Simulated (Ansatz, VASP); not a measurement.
## One calculation of Ba, two programs

The input INCAR:

```
PREC = Accurate
ENCUT = 520
EDIFF = 1E-7
ISMEAR = 0
SIGMA = 0.15
LREAL = F
LASPH = T
NELM = 60
ALGO = Fast
ISIF = 2
LWAVE = F
LCHARG = F
GGA = PE
NBANDS = 11
```

File KPOINTS:

```
regular mesh
0
Gamma
  14 14 14
```

POSCAR

```
Ba
1.0
   -2.4968750000      2.4968750000      2.5000000000
    2.4968750000     -2.4968750000      2.5000000000
    2.5031250000      2.5031250000     -2.5000000000
Ba
1
Direct
    0.0000000000      0.0000000000      0.0000000000
```

Input for Ansatz:

```yaml
crystal:
  lattice:
    - [-2.496875, 2.496875, 2.5]
    - [2.496875, -2.496875, 2.5]
    - [2.503125, 2.503125, -2.5]
  atoms:
    - { symbol: Ba, position: [0.0, 0.0, 0.0] }
basis:
  ecutwfc: 420
kpoints:
  mp_grid: { grid: [14, 14, 14] }
hamiltonian:
  xc: pbe
scf:
  occupations: { method: gaussian, width: 0.15 }
output:
  forces: true
  stress: true
  eigenvalues: true
```

Change from the starting cell: strain +0.0025 x Voigt [0, 0, 0, 0, 0, 1], atoms carried along.

Alike in both runs: task single point; functional PBE; k mesh 14 × 14 × 14; occupations gaussian, width 0.15 eV; no spin polarisation.

|  | VASP | Ansatz |
| --- | --- | --- |
| version | VASP 6.6.1 | Ansatz 0.2.0 |
| potentials or method | VASP PAW PBE potentials, release 64 (Ba_sv), cutoff 520 eV | scalar-relativistic, plane waves, PAW |
| valence electrons in the cell | 10 | 10 |

|  | VASP | Ansatz | Ansatz less VASP |
| --- | --- | --- | --- |
| gap on the k mesh at the Fermi level (eV) | none | none | - |
| pressure (GPa) | 0.2 | 0.1 | -0.05 |

A gap of «none» marks a metal or a gap that the smearing closes.

Spin-orbit coupling is off throughout.
